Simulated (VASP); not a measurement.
# Tc (Fm-3m) in VASP: further runs

The runs below take Tc through single point, with r2SCAN, r2SCAN+D3(BJ), r2SCAN+D4.

All numbers are computed with VASP 6.6.1; they aren't measurements. Logs are shortened: lines on timing, memory, paths and dates and some standing lists are left out, and cuts for length are marked.

## Step 1: The cell of the first run

The structure is cubic, space group Fm-3m (No. 225). Conventional cell: a = 3.843 Å, b = 3.843 Å, c = 3.843 Å, α = 90.00°, β = 90.00°, γ = 90.00°. Within 3.6 Å of Tc (site symmetry m-3m) lie 12 Tc at 2.72 Å.

## Step 2: Single point, r2SCAN

POSCAR

```
Tc
1.0
    0.0000000000      1.9215497269      1.9215497269
    1.9215497269      0.0000000000      1.9215497269
    1.9215497269      1.9215497269      0.0000000000
Tc
1
Direct
    0.0000000000      0.0000000000      0.0000000000
```

INCAR.step1

```
SYSTEM = Tc
ALGO = Normal ; EDIFF = 1E-4
ENCUT = 520 ; GGA = PE
ISMEAR = -1 ; LASPH = .True.
LCHARG = .False. ; LREAL = .False.
LWAVE = .True. ; NBANDS = 12
NELM = 60 ; PREC = Accurate
SIGMA = 0.05
```

INCAR.step2

```
SYSTEM = Tc
ALGO = Normal ; EDIFF = 1E-6
ENCUT = 520 ; ISIF = 2
ISMEAR = -1 ; ISTART = 1
LASPH = .True. ; LCHARG = .False.
LMIXTAU = .True. ; LREAL = .False.
LWAVE = .False. ; METAGGA = R2SCAN
NBANDS = 12 ; NELM = 60
PREC = Accurate ; SIGMA = 0.05
```

KPOINTS

```
k-points
0
Gamma
  12 12 12
  0 0 0
```

Potentials or basis: VASP PAW PBE potentials, release 64 (Tc_pv).

Started as:

```sh
$ cat potpaw_PBE.64/Tc_pv/POTCAR > POTCAR
$ cp INCAR.step1 INCAR
$ mpirun -np 1 vasp_std > vasp.out
$ cp INCAR.step2 INCAR
$ mpirun -np 1 vasp_std > vasp.out
```

OUTCAR:

```text
SYSTEM = Tc
   EDIFF = 1E-6
   ENCUT = 520
   ISIF = 2
   ISMEAR = -1
   ISTART = 1
   LASPH = .True.
   LREAL = .False.
   METAGGA = R2SCAN
   NELM = 60
   PREC = Accurate

 ion  position               nearest neighbor table
   1  0.000  0.000  0.000-

  LATTYP: Found a face centered cubic cell.
 ALAT       =     3.8430994538

  Lattice vectors:

 A1 = (   0.0000000000,   1.9215497269,   1.9215497269)
 A2 = (   1.9215497269,   0.0000000000,   1.9215497269)
 A3 = (   1.9215497269,   1.9215497269,   0.0000000000)

Analysis of symmetry for initial positions (statically):
=====================================================================
 Subroutine PRICEL returns:
 Original cell was already a primitive cell.

 Routine SETGRP: Setting up the symmetry group for a
 face centered cubic supercell.

 Subroutine GETGRP returns: Found 48 space group operations
[... 9 lines left out ...]

 Routine SETGRP: Setting up the symmetry group for a
 face centered cubic supercell.

 Subroutine GETGRP returns: Found 48 space group operations
[... 11 lines left out ...]
                                     Primitive cell

  volume of cell :      14.1901

  direct lattice vectors                    reciprocal lattice vectors
     0.000000000  1.921549727  1.921549727    -0.260206641  0.260206641  0.260206641
     1.921549727  0.000000000  1.921549727     0.260206641 -0.260206641  0.260206641
     1.921549727  1.921549727  0.000000000     0.260206641  0.260206641 -0.260206641

  length of vectors
     2.717481685  2.717481685  2.717481685     0.450691123  0.450691123  0.450691123

  position of ions in fractional coordinates (direct lattice)
     0.000000000  0.000000000  0.000000000

  ion indices of the primitive-cell ions
   primitive index   ion index
                 1           1

----------------------------------------------------------------------------------------

 KPOINTS: k-points

Automatic generation of k-mesh.
 Grid dimensions read from file:
 generate k-points for:   12   12   12

 Generating k-lattice:

  Cartesian coordinates                     Fractional coordinates (reciprocal lattice)
    -0.021683887  0.021683887  0.021683887     0.083333333  0.000000000  0.000000000
     0.021683887 -0.021683887  0.021683887     0.000000000  0.083333333  0.000000000
     0.021683887  0.021683887 -0.021683887     0.000000000  0.000000000  0.083333333

  Length of vectors
     0.037557594  0.037557594  0.037557594

  Shift w.r.t. Gamma in fractional coordinates (k-lattice)
     0.000000000  0.000000000  0.000000000

 Subroutine IBZKPT returns following result:
[... 50 lines left out ...]
   LREAL  =      F    real-space projection
   EDIFFG = 0.1E-04   stopping-criterion for IOM
   NSW    =      0    number of steps for IOM
   IBRION =     -1    ionic relax: 0-MD 1-quasi-New 2-CG
   NFREE  =      0    steps in history (QN), initial steepest desc. (CG)
   ISIF   =      2    stress and relaxation
   ISYM   =      2    0-nonsym 1-usesym 2-fastsym
   POTIM  = 0.5000    time-step for ionic-motion
   TEBEG  =    0.0;   TEEND  =   0.0 temperature during run
   PSTRESS=    0.0 pullay stress
   NELECT =      13.0000    total number of electrons
   NUPDOWN=      -1.0000    fix difference up-down
   EMIN   =  10.00;   EMAX   =-10.00  energy-range for DOS
   EFERMI =   0.00;   METHOD = LEGACY
   ISMEAR =    -1;   SIGMA  =   0.05  broadening in eV -4-tet -1-fermi 0-gaus
   EFERMI_NEDOS =   21; number of points for ismear=-14 and -15
   IALGO  =     38    algorithm
   IMIX   =      4    mixing-type and parameters
     AMIX     =   0.40;   BMIX     =  1.00
     AMIX_MAG =   1.60;   BMIX_MAG =  1.00
  volume/ion in A,a.u.               =      14.19        95.76
  Fermi-wavevector in a.u.,A,eV,Ry     =   1.589990  3.004645 34.396445  2.528067
  Thomas-Fermi vector in A             =   2.688754
   LORBIT       =      0    0 simple, 1 ext, 2 COOP (PROOUT), +10 PAW based schemes
   METAGGA = R2SCAN    functional components
   LHFCALC =     F    Hartree Fock is set to
   AEXX    =    0.0000 exact exchange contribution
   IVDW    =     0    specifies the selected vdW correction
   LEPSILON=     F    determine dielectric tensor
   LRPA    =     F    only Hartree local field effects (RPA)
 non-spin polarized calculation
  energy-cutoff  :      520.00
  volume of cell :       14.19
 maximum number of plane-waves:       392
   NGX = 11   NGY = 11   NGZ = 11

 number of electron      12.9999996 magnetization

 Free energy of the ion-electron system (eV)
  ---------------------------------------------------
  ext. energy  EPLUGINS =         0.00000000
  ---------------------------------------------------
  free energy    TOTEN  =       -25.90120752 eV

  energy without entropy =      -25.89208410  energy(sigma->0) =      -25.89664581

 E-fermi :  12.9926     XC(G=0): -15.1812

 val. band max:       12.9802889099   @ k =   0.5000   0.2500   0.0000
 cond. band min:      13.0457264741   @ k =  -0.2500   0.3333   0.0833
 fundamental gap:      0.0654375642
 Fermi energy:        12.9926231479

 k-point     1 :       0.0000    0.0000    0.0000
  band No.  band energies     occupation
      1     -26.6675      2.00000
      2     -26.6675      2.00000
      3     -26.6675      2.00000
      4       4.9449      2.00000
      5      10.9933      2.00000
      6      10.9933      2.00000
      7      10.9933      2.00000
      8      13.8667      0.00000
      9      13.8667      0.00000
     10      27.5165      0.00000
     11      33.6481      0.00000
     12      33.6481      0.00000
[... 331 lines left out ...]
 k-point    24 :      -0.4167    0.1667    0.0000
  band No.  band energies     occupation
      1     -27.9553      2.00000
      2     -27.1160      2.00000
      3     -26.9048      2.00000
      4       7.8930      2.00000
      5       9.9435      2.00000
      6      11.7244      2.00000
      7      11.9301      2.00000
      8      15.4971      0.00000
      9      19.0283      0.00000
     10      24.1968      0.00000
     11      29.0261      0.00000
     12      32.4218      0.00000

 [... further k-points ...]
[... 5 lines left out ...]
  --------------------------------------------------------------------------------------
  -------------------------------------------------------------------------------------
  Total        0.2237346      0.2237346      0.2237346      0.0000000     -0.0000000      0.0000000
  in kB       25.2614815     25.2614815     25.2614815      0.0000000     -0.0000000      0.0000000
  external PRESSURE =      25.2614815 kB  Pullay stress =       0.0000000 kB

 VOLUME and BASIS-vectors are now :
 -----------------------------------------------------------------------------
  energy-cutoff  :      520.00
  volume of cell :       14.19
      direct lattice vectors                 reciprocal lattice vectors
     0.000000000  1.921549727  1.921549727    -0.260206641  0.260206641  0.260206641
     1.921549727  0.000000000  1.921549727     0.260206641 -0.260206641  0.260206641
     1.921549727  1.921549727  0.000000000     0.260206641  0.260206641 -0.260206641

 POSITION                                       TOTAL-FORCE (eV/Angst)
 -----------------------------------------------------------------------------------
      0.00000      0.00000      0.00000        -0.000000     -0.000000      0.000000
 -----------------------------------------------------------------------------------
    total drift:                                0.000000      0.000000      0.000000

  FREE ENERGIE OF THE ION-ELECTRON SYSTEM (eV)
  ---------------------------------------------------
  free  energy   TOTEN  =       -25.9012075153 eV

  energy  without entropy=      -25.8920841023  energy(sigma->0) =      -25.89664581
```

OUTCAR.step1:

```text
SYSTEM = Tc
   EDIFF = 1E-4
   ENCUT = 520
   GGA = PE
   ISMEAR = -1
   LASPH = .True.
   LREAL = .False.
[... 575 lines left out ...]
 -----------------------------------------------------------------------------------
      0.00000      0.00000      0.00000        -0.000000     -0.000000      0.000000
 -----------------------------------------------------------------------------------
    total drift:                                0.000000     -0.000000      0.000000

  FREE ENERGIE OF THE ION-ELECTRON SYSTEM (eV)
  ---------------------------------------------------
  free  energy   TOTEN  =       -10.2770988261 eV

  energy  without entropy=      -10.2673177532  energy(sigma->0) =      -10.27220829
```

It took 23 s on 1 thread of Intel Xeon Platinum 8488C (Sapphire Rapids), shared host; peak memory 0.13 GiB.

What came out:

```
Free energy : -25.9012 eV
Pressure    : 2.5 GPa
```

Levels at points of the mesh, in eV from the Fermi level:
```csv
k point,band 3,band 4,band 5,band 6,band 7,band 8,band 9,band 10,band 11,band 12
"(0.00, 0.00, 0.00)",-39.66,-8.05,-2.00,-2.00,-2.00,0.87,0.87,14.52,20.66,20.66
"(0.50, 0.00, 0.00)",-39.85,-6.01,-2.13,-2.13,1.17,2.98,2.98,11.46,14.19,21.35
"(0.50, 0.50, 0.00)",-40.17,-6.38,-5.82,2.97,3.55,3.55,3.97,13.77,13.77,15.09
```

Caveat: the PAW data sets were made with another functional, which shifts forces and pressure a little.

## Step 3: Single point, r2SCAN

This run uses another cell than the first one, of 14.06 Å³/atom, 0.991 times its volume.

POSCAR

```
Tc
1.0
    0.0000000000      1.9157732174      1.9157732174
    1.9157732174      0.0000000000      1.9157732174
    1.9157732174      1.9157732174      0.0000000000
Tc
1
Direct
    0.0000000000      0.0000000000      0.0000000000
```

INCAR.step1

```
PREC = Accurate
ENCUT = 520
ISMEAR = -1
SIGMA = 0.05
LREAL = False
LASPH = True
NELM = 80
NBANDS = 12
GGA = PE
ALGO = Normal
EDIFF = 1E-4
LWAVE = True
LCHARG = False
```

INCAR.step2

```
PREC = Accurate
ENCUT = 520
EDIFF = 1E-6
ISMEAR = -1
SIGMA = 0.05
LREAL = False
LASPH = True
NELM = 80
ALGO = Normal
ISIF = 2
LWAVE = False
LCHARG = True
METAGGA = R2SCAN
LMIXTAU = True
LELF = True
LVHAR = True
NBANDS = 12
ISTART = 1
```

KPOINTS

```
Automatic mesh
0
Gamma
  12 12 12
```

Potentials or basis: VASP PAW PBE potentials, release 64 (Tc_pv).

Started as:

```sh
$ cat potpaw_PBE.64/Tc_pv/POTCAR > POTCAR
$ cp INCAR.step1 INCAR
$ mpirun -np 1 vasp_std > vasp.out
$ cp INCAR.step2 INCAR
$ mpirun -np 1 vasp_std > vasp.out
```

OUTCAR:

```text
PREC = Accurate
   ENCUT = 520
   EDIFF = 1E-6
   ISMEAR = -1
   LREAL = False
   LASPH = True
   NELM = 80
   ISIF = 2
   METAGGA = R2SCAN
   ISTART = 1

 ion  position               nearest neighbor table
   1  0.000  0.000  0.000-

  LATTYP: Found a face centered cubic cell.
 ALAT       =     3.8315464348

  Lattice vectors:

 A1 = (   0.0000000000,   1.9157732174,   1.9157732174)
 A2 = (   1.9157732174,   0.0000000000,   1.9157732174)
 A3 = (   1.9157732174,   1.9157732174,   0.0000000000)

Analysis of symmetry for initial positions (statically):
=====================================================================
 Subroutine PRICEL returns:
 Original cell was already a primitive cell.

 Routine SETGRP: Setting up the symmetry group for a
 face centered cubic supercell.

 Subroutine GETGRP returns: Found 48 space group operations
[... 9 lines left out ...]

 Routine SETGRP: Setting up the symmetry group for a
 face centered cubic supercell.

 Subroutine GETGRP returns: Found 48 space group operations
[... 11 lines left out ...]
                                     Primitive cell

  volume of cell :      14.0625

  direct lattice vectors                    reciprocal lattice vectors
     0.000000000  1.915773217  1.915773217    -0.260991226  0.260991226  0.260991226
     1.915773217  0.000000000  1.915773217     0.260991226 -0.260991226  0.260991226
     1.915773217  1.915773217  0.000000000     0.260991226  0.260991226 -0.260991226

  length of vectors
     2.709312466  2.709312466  2.709312466     0.452050063  0.452050063  0.452050063

  position of ions in fractional coordinates (direct lattice)
     0.000000000  0.000000000  0.000000000

  ion indices of the primitive-cell ions
   primitive index   ion index
                 1           1

----------------------------------------------------------------------------------------

 KPOINTS: Automatic mesh

Automatic generation of k-mesh.
[... 83 lines left out ...]
   IALGO  =     38    algorithm
   IMIX   =      4    mixing-type and parameters
     AMIX     =   0.40;   BMIX     =  1.00
     AMIX_MAG =   1.60;   BMIX_MAG =  1.00
  volume/ion in A,a.u.               =      14.06        94.90
  Fermi-wavevector in a.u.,A,eV,Ry     =   1.594784  3.013705 34.604184  2.543336
  Thomas-Fermi vector in A             =   2.692804
   LORBIT       =      0    0 simple, 1 ext, 2 COOP (PROOUT), +10 PAW based schemes
   METAGGA = R2SCAN    functional components
   LHFCALC =     F    Hartree Fock is set to
   AEXX    =    0.0000 exact exchange contribution
   IVDW    =     0    specifies the selected vdW correction
   LEPSILON=     F    determine dielectric tensor
   LRPA    =     F    only Hartree local field effects (RPA)
 non-spin polarized calculation
  energy-cutoff  :      520.00
  volume of cell :       14.06
 maximum number of plane-waves:       392
   NGX =  9   NGY =  9   NGZ =  9

 number of electron      12.9999995 magnetization

 Free energy of the ion-electron system (eV)
  ---------------------------------------------------
  ext. energy  EPLUGINS =         0.00000000
  ---------------------------------------------------
  free energy    TOTEN  =       -25.89777089 eV

  energy without entropy =      -25.88863483  energy(sigma->0) =      -25.89320286

 E-fermi :  13.1536     XC(G=0): -15.2418

 val. band max:       13.1373200188   @ k =   0.5000   0.2500   0.0000
 cond. band min:      13.2032262029   @ k =  -0.2500   0.3333   0.0833
 fundamental gap:      0.0659061841
 Fermi energy:        13.1536026009

 k-point     1 :       0.0000    0.0000    0.0000
  band No.  band energies     occupation
      1     -26.4937      2.00000
      2     -26.4937      2.00000
      3     -26.4937      2.00000
      4       5.0656      2.00000
      5      11.1267      2.00000
      6      11.1267      2.00000
      7      11.1267      2.00000
      8      14.0380      0.00000
      9      14.0380      0.00000
     10      27.6703      0.00000
     11      33.8518      0.00000
     12      33.8518      0.00000
[... 331 lines left out ...]
 k-point    24 :      -0.4167    0.1667    0.0000
  band No.  band energies     occupation
      1     -27.8197      2.00000
      2     -26.9557      2.00000
      3     -26.7380      2.00000
      4       8.0019      2.00000
      5      10.0614      2.00000
      6      11.8645      2.00000
      7      12.0887      2.00000
      8      15.6904      0.00000
      9      19.2582      0.00000
     10      24.4789      0.00000
     11      29.2299      0.00000
     12      32.6868      0.00000

 [... further k-points ...]
[... 5 lines left out ...]
  --------------------------------------------------------------------------------------
  -------------------------------------------------------------------------------------
  Total        0.4892802      0.4892802      0.4892802      0.0000000     -0.0000000      0.0000000
  in kB       55.7449994     55.7449994     55.7449994      0.0000000     -0.0000000      0.0000000
  external PRESSURE =      55.7449994 kB  Pullay stress =       0.0000000 kB

 VOLUME and BASIS-vectors are now :
 -----------------------------------------------------------------------------
  energy-cutoff  :      520.00
  volume of cell :       14.06
      direct lattice vectors                 reciprocal lattice vectors
     0.000000000  1.915773217  1.915773217    -0.260991226  0.260991226  0.260991226
     1.915773217  0.000000000  1.915773217     0.260991226 -0.260991226  0.260991226
     1.915773217  1.915773217  0.000000000     0.260991226  0.260991226 -0.260991226

 POSITION                                       TOTAL-FORCE (eV/Angst)
 -----------------------------------------------------------------------------------
      0.00000      0.00000      0.00000         0.000000      0.000000      0.000000
 -----------------------------------------------------------------------------------
    total drift:                                0.000000     -0.000000     -0.000000

  FREE ENERGIE OF THE ION-ELECTRON SYSTEM (eV)
  ---------------------------------------------------
  free  energy   TOTEN  =       -25.8977708858 eV

  energy  without entropy=      -25.8886348270  energy(sigma->0) =      -25.89320286
```

OSZICAR.step1:

```text
N       E                     dE             d eps       ncg     rms          rms(c)
DAV:   1     0.119023436647E+03    0.11902E+03   -0.78601E+03  1744   0.104E+03
DAV:   2    -0.925903619169E+01   -0.12828E+03   -0.12477E+03  1896   0.315E+02
DAV:   3    -0.109952544386E+02   -0.17362E+01   -0.17338E+01  1896   0.423E+01
DAV:   4    -0.110019880600E+02   -0.67336E-02   -0.67334E-02  1928   0.289E+00
DAV:   5    -0.110020371744E+02   -0.49114E-04   -0.49115E-04  1916   0.235E-01    0.172E+01
DAV:   6    -0.103553813539E+02    0.64666E+00   -0.84380E-01  1796   0.124E+01    0.551E+00
DAV:   7    -0.102758970035E+02    0.79484E-01   -0.14528E-01  1872   0.498E+00    0.676E-01
DAV:   8    -0.102708595841E+02    0.50374E-02   -0.58651E-03  1768   0.927E-01    0.208E-01
DAV:   9    -0.102708296105E+02    0.29974E-04   -0.13706E-04  1536   0.165E-01
   1 F= -.10270830E+02 E0= -.10265965E+02  d E =-.972871E-02
```

It took 24 s on 1 thread of Intel Xeon Platinum 8488C (Sapphire Rapids), shared host; peak memory 0.13 GiB.

What came out:

```yaml
Free_energy: -25.8978 eV
Pressure: 5.6 GPa
```

Levels at points of the mesh, in eV from the Fermi level:
| k point | band 4 | band 5 | band 6 | band 7 | band 8 | band 9 | band 10 | band 11 |
| --- | --- | --- | --- | --- | --- | --- | --- | --- |
| (0.00, 0.00, 0.00) | -8.09 | -2.03 | -2.03 | -2.03 | 0.88 | 0.88 | 14.52 | 20.70 |
| (0.50, 0.00, 0.00) | -6.07 | -2.16 | -2.16 | 1.20 | 3.02 | 3.02 | 11.59 | 14.19 |
| (0.50, 0.50, 0.00) | -6.46 | -5.89 | 3.01 | 3.60 | 3.60 | 4.02 | 13.84 | 13.84 |

Caveat: the PAW data sets were made with another functional, which shifts forces and pressure a little.

[end of part 1 of 2]
